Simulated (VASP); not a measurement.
Write the native input for VASP 6.6.1 that does the following.

| Property | Result |
| --- | --- |
| Task | single point |
| Functional | LDA |
| Potentials or basis | VASP PAW LDA potentials, release 64 (Cu, V_sv, S) |
| Cutoff | 520 eV |
| k mesh | 6 × 6 × 6 |
| Occupations | gaussian, width 0.05 eV |
| Spin | collinear spin, ferromagnetic start |
| Starting moments | [0.0, 2.0, 0.0, 0.0] μB |
| Hubbard terms | V d U = 7.0 eV |
| Dipole correction | no |
| Further INCAR settings | ALGO = Normal; EDIFF = 1e-06; NBANDS = 30 |

The structure of VCuS2 lies in POSCAR:

```
VCuS2
1.0
    1.7937081300      1.0355978700      6.5118449900
   -1.7937081300      1.0355978700      6.5118449900
    0.0000000000     -2.0711957400      6.5118449900
Cu V S
1 1 2
Direct
    0.5000000000      0.5000000000      0.5000000000
    0.0000000000      0.0000000000      0.0000000000
    0.2667000000      0.2667000000      0.2667000000
    0.7333000000      0.7333000000      0.7333000000
```

The input as run:

INCAR

```
PREC = Accurate
ENCUT = 520
EDIFF = 1E-6
ISMEAR = 0
SIGMA = 0.05
LREAL = False
LASPH = True
NELM = 150
ALGO = Normal
ISIF = 2
LWAVE = False
LCHARG = False
ISPIN = 2
MAGMOM = 0 2 0 0
LORBIT = 11
LMAXMIX = 4
LDAU = True
LDAUTYPE = 2
LDAUL = -1 2 -1
LDAUU = 0 7 0
LDAUJ = 0 0 0
LDAUPRINT = 1
NBANDS = 30
```

KPOINTS

```
Automatic mesh
0
Gamma
  6 6 6
```

Potentials or basis: VASP PAW LDA potentials, release 64 (Cu, V_sv, S).

The run is started by

```console
$ cat potpaw_LDA.64/Cu/POTCAR potpaw_LDA.64/V_sv/POTCAR potpaw_LDA.64/S/POTCAR > POTCAR
$ mpirun -np 1 vasp_std > vasp.out
```

It gave:

```
Pressure                                              : -3.6 GPa
Largest force                                         : 2.183 eV/Å
Net moment                                            : 2.12 μB per cell
Site moments                                          : Cu -0.16; V +2.49; S -0.17 μB
Valence electrons inside the program's atomic spheres : Cu 9.65; V 11.42; S 3.72
```

Caveat: a cell with one magnetic atom can't hold antiferromagnetic order, which such compounds often take; forces of over 1 eV/Å act on the atoms, so gaps and moduli don't describe the material at rest.

Wall time 48 min on 1 thread of Intel(R) Xeon(R) Platinum 8375C CPU @ 2.90GHz (Ice Lake), with other jobs on the host, peak memory 0.42 GiB.
